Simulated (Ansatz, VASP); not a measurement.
# H in VASP and in Ansatz

```
H
1.0
    12.00000    0.00000    0.00000
     0.00000   12.30000    0.00000
     0.00000    0.00000   12.60000
H
2
Direct
  0.50000 0.50000 0.47036
  0.50000 0.50000 0.52964
```

Alike in both runs: functional RPBE; k mesh 1 × 1 × 1; occupations fermi-dirac, width 0.01 eV; no spin polarisation.

Ansatz relaxed the structure, and its values are those at the end. VASP's run is a single point on that final structure, the one shown.

```csv
,VASP,Ansatz
version,VASP 6.6.1,Ansatz 0.2.0
potentials or method,"VASP PAW PBE potentials, release 64 (H), cutoff 520 eV","plane waves (420 eV) with PAW, scalar-relativistic"
valence electrons in the cell,2,2
```

```csv
,VASP,Ansatz,Ansatz less VASP
rms of the force components (eV/Å),0.009,0.003,-0.0059
```

VASP's potentials were made for PBE, not for RPBE.
